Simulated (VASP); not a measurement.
# Sb (R-3m) in VASP: further runs

Sb is run at these levels: PBEsol; tasks: single point.

All numbers are computed with VASP 6.6.1; they aren't measurements. Logs are shortened: lines on timing, memory, paths and dates and some standing lists are left out, and cuts for length are marked.

### 1 The cell of the first run

The structure is trigonal, space group R-3m (No. 166). The conventional cell has a = 4.301 Å, b = 4.301 Å, c = 11.120 Å, α = 90.00°, β = 90.00°, γ = 120.00°. Sb (site symmetry 3m) has 6 Sb at 2.90 to 3.33 Å within 3.8 Å.

### 2 Single point, PBEsol (zz strain of -1 %)

Contents of INCAR:

```
  ALGO = Normal
  EDIFF = 1E-6
  ENCUT = 500
  GGA = PS
  GGA_COMPAT = False
  ISIF = 2
  ISMEAR = -1
  LASPH = True
  LCHARG = False
  LREAL = False
  LWAVE = False
  NBANDS = 12
  NELM = 120
  PREC = Accurate
  SIGMA = 0.05
```

Contents of KPOINTS:

```
k-points
0
Gamma
  9 9 9
```

Contents of POSCAR:

```
Sb
1.0
    2.1506003320      1.2416496806      3.7065600000
   -2.1506003320      1.2416496806      3.7065600000
    0.0000000000     -2.4832993611      3.7065600000
Sb
2
Direct
    0.2336400000      0.2336400000      0.2336400000
    0.7663600000      0.7663600000      0.7663600000
```

Potentials or basis: VASP PAW PBE potentials, release 64 (Sb).

On the command line:

```console
$ cat potpaw_PBE.64/Sb/POTCAR > POTCAR
$ mpirun -np 1 vasp_std > vasp.out
```

OUTCAR:

```text
EDIFF = 1E-6
   ENCUT = 500
   GGA = PS
   ISIF = 2
   ISMEAR = -1
   LASPH = True
   LREAL = False
   NELM = 120
   PREC = Accurate

 ion  position               nearest neighbor table
   1  0.234  0.234  0.234-   2 2.90   2 2.90   2 2.90   2 3.33   2 3.33   2 3.33
   2  0.766  0.766  0.766-   1 2.90   1 2.90   1 2.90   1 3.33   1 3.33   1 3.33

  LATTYP: Found a trigonal (rhomboedric) cell.
 ALAT       =     4.4615426425
 COS(alpha) =     0.5352928911

  Lattice vectors:

 A1 = (   2.1506003320,   1.2416496806,   3.7065600000)
 A2 = (  -2.1506003320,   1.2416496806,   3.7065600000)
 A3 = (   0.0000000000,  -2.4832993611,   3.7065600000)

Analysis of symmetry for initial positions (statically):
=====================================================================
 Subroutine PRICEL returns:
 Original cell was already a primitive cell.

 Routine SETGRP: Setting up the symmetry group for a
 trigonal (rhombohedral) supercell.

 Subroutine GETGRP returns: Found 12 space group operations
 (whereof 12 operations were pure point group operations)
 out of a pool of 12 trial point group operations.

The static configuration has the point symmetry D_3d.

Analysis of symmetry for dynamics (positions and initial velocities):
=====================================================================
 Subroutine PRICEL returns:
 Original cell was already a primitive cell.

 Routine SETGRP: Setting up the symmetry group for a
 trigonal (rhombohedral) supercell.

 Subroutine GETGRP returns: Found 12 space group operations
 (whereof 12 operations were pure point group operations)
 out of a pool of 12 trial point group operations.

The dynamic configuration has the point symmetry D_3d.

 Subroutine INISYM returns: Found 12 space group operations
 (whereof 12 operations are pure point group operations),
 and found     1 'primitive' translations

----------------------------------------------------------------------------------------

                                     Primitive cell

  volume of cell :      59.3856

  direct lattice vectors                    reciprocal lattice vectors
     2.150600332  1.241649681  3.706560000     0.232493222  0.134230024  0.089930645
    -2.150600332  1.241649681  3.706560000    -0.232493222  0.134230024  0.089930645
     0.000000000 -2.483299361  3.706560000     0.000000000 -0.268460048  0.089930645

  length of vectors
     4.461542643  4.461542643  4.461542642     0.283122444  0.283122444  0.283122445

  position of ions in fractional coordinates (direct lattice)
     0.233640000  0.233640000  0.233640000
     0.766360000  0.766360000  0.766360000

  ion indices of the primitive-cell ions
   primitive index   ion index
                 1           1
                 2           2

----------------------------------------------------------------------------------------

 KPOINTS: k-points

Automatic generation of k-mesh.
 Grid dimensions read from file:
 generate k-points for:    9    9    9

 Generating k-lattice:

  Cartesian coordinates                     Fractional coordinates (reciprocal lattice)
     0.025832580  0.014914447  0.009992294     0.111111111  0.000000000  0.000000000
    -0.025832580  0.014914447  0.009992294     0.000000000  0.111111111  0.000000000
     0.000000000 -0.029828894  0.009992294     0.000000000  0.000000000  0.111111111

  Length of vectors
     0.031458049  0.031458049  0.031458049

  Shift w.r.t. Gamma in fractional coordinates (k-lattice)
     0.000000000  0.000000000  0.000000000

 Subroutine IBZKPT returns following result:
 ===========================================

 Found     85 irreducible k-points:

 Following reciprocal coordinates:
            Coordinates               Weight
  0.000000  0.000000  0.000000      1.000000
  0.111111  0.000000  0.000000      6.000000
  0.222222  0.000000  0.000000      6.000000
  0.333333 -0.000000  0.000000      6.000000
  0.444444  0.000000  0.000000      6.000000
  0.111111  0.111111  0.000000      6.000000
[... 16 lines left out ...]
 -0.333333  0.333333  0.000000      6.000000
  0.444444  0.444444  0.000000      6.000000
 [... further k-points ...]
   k-points           NKPTS =     85   k-points in BZ     NKDIM =     85   number of bands    NBANDS=     12
   number of dos      NEDOS =    301   number of ions     NIONS =      2
   total plane-waves  NPLWV =  46656
   dimension x,y,z NGX =    36 NGY =   36 NGZ =   36
   dimension x,y,z NGXF=    72 NGYF=   72 NGZF=   72
   ions per type =               2
   NGX,Y,Z   is equivalent  to a cutoff of  13.41, 13.41, 13.41 a.u.
   NGXF,Y,Z  is equivalent  to a cutoff of  26.83, 26.83, 26.83 a.u.
 SYSTEM =  unknown system
   PREC   = accura    normal or accurate (medium, high low for compatibility)
   ISTART =      0    job   : 0-new  1-cont  2-samecut
   ICHARG =      2    charge: 1-file 2-atom 10-const
   ISPIN  =      1    spin polarized calculation?
   LNONCOLLINEAR =      F non collinear calculations
   LSORBIT =      F    spin-orbit coupling
   LASPH  =      T    aspherical Exc in radial PAW
   ENCUT  =  500.0 eV  36.75 Ry    6.06 a.u.   8.13  8.13  8.13*2*pi/ulx,y,z
   NELM   =    120;   NELMIN=  2; NELMDL= -5     # of ELM steps
   EDIFF  = 0.1E-05   stopping-criterion for ELM
   LREAL  =      F    real-space projection
   EDIFFG = 0.1E-04   stopping-criterion for IOM
   NSW    =      0    number of steps for IOM
   IBRION =     -1    ionic relax: 0-MD 1-quasi-New 2-CG
   NFREE  =      0    steps in history (QN), initial steepest desc. (CG)
   ISIF   =      2    stress and relaxation
   ISYM   =      2    0-nonsym 1-usesym 2-fastsym
   POTIM  = 0.5000    time-step for ionic-motion
   TEBEG  =    0.0;   TEEND  =   0.0 temperature during run
   PSTRESS=    0.0 pullay stress
   NELECT =      10.0000    total number of electrons
   NUPDOWN=      -1.0000    fix difference up-down
   EMIN   =  10.00;   EMAX   =-10.00  energy-range for DOS
   EFERMI =   0.00;   METHOD = LEGACY
   ISMEAR =    -1;   SIGMA  =   0.05  broadening in eV -4-tet -1-fermi 0-gaus
   EFERMI_NEDOS =   21; number of points for ismear=-14 and -15
   IALGO  =     38    algorithm
   IMIX   =      4    mixing-type and parameters
     AMIX     =   0.40;   BMIX     =  1.00
     AMIX_MAG =   1.60;   BMIX_MAG =  1.00
  volume/ion in A,a.u.               =      29.69       200.38
  Fermi-wavevector in a.u.,A,eV,Ry     =   0.904026  1.708362 11.119549  0.817264
  Thomas-Fermi vector in A             =   2.027423
   LORBIT       =      0    0 simple, 1 ext, 2 COOP (PROOUT), +10 PAW based schemes
   GGA     = PS    functional components
   LHFCALC =     F    Hartree Fock is set to
   AEXX    =    0.0000 exact exchange contribution
   IVDW    =     0    specifies the selected vdW correction
   LEPSILON=     F    determine dielectric tensor
   LRPA    =     F    only Hartree local field effects (RPA)
 non-spin polarized calculation
  energy-cutoff  :      500.00
  volume of cell :       59.39
 maximum number of plane-waves:      1522
 NGX is ok and might be reduce to    36
   NGX = 17   NGY = 17   NGZ = 17

 number of electron      10.0000000 magnetization

 Free energy of the ion-electron system (eV)
  ---------------------------------------------------
  ext. energy  EPLUGINS =         0.00000000
  ---------------------------------------------------
  free energy    TOTEN  =        -9.11470938 eV

  energy without entropy =       -9.11288458  energy(sigma->0) =       -9.11379698

 E-fermi :   7.3295     XC(G=0):  -9.7383

 val. band max:        7.2780105731   @ k =   0.3333   0.1111   0.1111
 cond. band min:       7.3425202750   @ k =   0.4444   0.0000   0.0000
 fundamental gap:      0.0645097019
 Fermi energy:         7.3295388617

 k-point     1 :       0.0000    0.0000    0.0000
  band No.  band energies     occupation
      1      -5.5160      2.00000
      2       2.6470      2.00000
      3       5.3337      2.00000
      4       5.4844      2.00000
      5       5.4844      2.00000
      6       9.4308      0.00000
      7      10.0800      0.00000
      8      10.0800      0.00000
      9      12.3481      0.00000
     10      12.3481      0.00000
     11      12.5775      0.00000
     12      13.7707      0.00000

 k-point     2 :       0.1111    0.0000    0.0000
  band No.  band energies     occupation
      1      -5.3778      2.00000
      2       2.0031      2.00000
      3       5.3540      2.00000
      4       5.4547      2.00000
      5       5.7721      2.00000
      6       9.3447      0.00000
      7       9.7234      0.00000
      8       9.7513      0.00000
      9      11.8598      0.00000
     10      12.3436      0.00000
     11      12.3952      0.00000
     12      14.7272      0.00000

 k-point     3 :       0.2222    0.0000    0.0000
  band No.  band energies     occupation
      1      -4.9659      2.00000
      2       0.6873      2.00000
      3       5.3637      2.00000
      4       5.3988      2.00000
      5       6.2152      2.00000
      6       8.7812      0.00000
      7       8.9626      0.00000
      8       8.9991      0.00000
      9      12.0011      0.00000
     10      12.6482      0.00000
     11      13.0230      0.00000
     12      16.5666      0.00000
[... 286 lines left out ...]
 k-point    23 :      -0.3333    0.3333    0.0000
  band No.  band energies     occupation
      1      -2.4159      2.00000
      2      -2.2192      2.00000
      3       2.1554      2.00000
      4       4.4935      2.00000
      5       4.7615      2.00000
      6       9.5640      0.00000
      7       9.9736      0.00000
      8      12.3790      0.00000
      9      12.8332      0.00000
     10      13.7900      0.00000
     11      15.1765      0.00000
     12      17.3876      0.00000

 k-point    24 :       0.4444    0.4444    0.0000
  band No.  band energies     occupation
      1      -3.2410      2.00000
      2      -0.5674      2.00000
      3       1.9692      2.00000
      4       3.6071      2.00000
      5       3.6098      2.00000
      6       8.7973      0.00000
      7      12.3189      0.00000
      8      12.8342      0.00000
      9      13.9979      0.00000
     10      15.9804      0.00000
     11      17.0120      0.00000
     12      18.2132      0.00000

 [... further k-points ...]
[... 5 lines left out ...]
  --------------------------------------------------------------------------------------
  -------------------------------------------------------------------------------------
  Total        0.4649208      0.4649208      0.3617397      0.0000000      0.0000000      0.0000000
  in kB       12.5432035     12.5432035      9.7594565      0.0000000      0.0000000      0.0000000
  external PRESSURE =      11.6152878 kB  Pullay stress =       0.0000000 kB

 VOLUME and BASIS-vectors are now :
 -----------------------------------------------------------------------------
  energy-cutoff  :      500.00
  volume of cell :       59.39
      direct lattice vectors                 reciprocal lattice vectors
     2.150600332  1.241649681  3.706560000     0.232493222  0.134230024  0.089930645
    -2.150600332  1.241649681  3.706560000    -0.232493222  0.134230024  0.089930645
     0.000000000 -2.483299361  3.706560000     0.000000000 -0.268460048  0.089930645

 POSITION                                       TOTAL-FORCE (eV/Angst)
 -----------------------------------------------------------------------------------
      0.00000      0.00000      2.59800         0.000000      0.000000      0.265503
      0.00000      0.00000      8.52168         0.000000     -0.000000     -0.265503
 -----------------------------------------------------------------------------------
    total drift:                                0.000000     -0.000000      0.000000

  FREE ENERGIE OF THE ION-ELECTRON SYSTEM (eV)
  ---------------------------------------------------
  free  energy   TOTEN  =        -9.1147093828 eV

  energy  without entropy=       -9.1128845793  energy(sigma->0) =       -9.11379698
```

It took 18 s on 1 thread of Intel Xeon 6975P-C (Granite Rapids), shared host; peak memory 0.22 GiB.

What came out:

```
Free energy            : -9.1147 eV
Pressure               : 1.2 GPa
Largest force          : 0.266 eV/Å
Band gap on the k mesh : 0.06 eV, indirect (least direct gap 0.47 eV)
```

Forces in eV/Å, atoms in the order of the input:
```
Sb   0.000  0.000  0.266
Sb   0.000  0.000 -0.266
```

Stress tensor (GPa, compression positive):
```
1.25 0.00 0.00
0.00 1.25 0.00
0.00 0.00 0.98
```

Caveat: the cell differs from its parent crystal (zz strain of -1 %); the PAW data sets were made with another functional, which shifts forces and pressure a little; spin-orbit coupling is left out, which moves the levels of the heavy elements.

(Continued in part 2 of 2.)
